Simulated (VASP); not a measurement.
Runs of VASP 6.6.1 on Y5N. The structure is that of space group P6/mmm (No. 191), or close to it. The cells are those of the table. The cell was generated, and may not be a known phase.

| task | cell | k mesh | cutoff (eV) | gap on the mesh (eV) | pressure (GPa) | relaxed volume (Å³/atom) |
| --- | --- | --- | --- | --- | --- | --- |
| single point | a = 6.188, b = 6.188, c = 6.036 Å, angles 90.0, 90.0, 120.0°, 6 atoms | 6 × 6 × 4 | 520 | none | -0.1 | - |
| relaxation of cell and atoms | relaxed from a = 5.622, b = 5.622, c = 4.432 Å, angles 90.0, 90.0, 120.0°, 6 atoms | 6 × 6 × 4 | 600 | none | -0.1 | (a) |
| single point | a = 6.187, b = 6.187, c = 6.031 Å, angles 90.0, 90.0, 120.0°, 6 atoms | 6 × 6 × 6 | 520 | none | -0.1 | - |
| relaxation of cell and atoms | relaxed from a = 6.188, b = 6.188, c = 6.036 Å, angles 90.0, 90.0, 120.0°, 6 atoms | 6 × 6 × 6 | 600 | none | 0.0 | 33.24 |
| single point | a = 5.622, b = 5.622, c = 4.432 Å, angles 90.0, 90.0, 120.0°, 6 atoms | 6 × 6 × 4 | 520 | none | 27.5 | - |

Alike in all rows: level PBE; potentials or basis VASP PAW PBE potentials, release 64 (Y_sv, N); no spin polarisation; smearing gaussian 0.1 eV.

Question: Fill in the values left out.

Answer: (a) 33.01.

Caveats: the volume moved by over 15 % at a fixed basis, so the end points are rough (at least some runs); the stress differs along the axes, from 21 to 40 GPa (at least some runs).

A k mesh can miss the band edges, and the runs leave out spin-orbit coupling on Y.

A gap of «none» marks levels without a gap at the run's occupations.
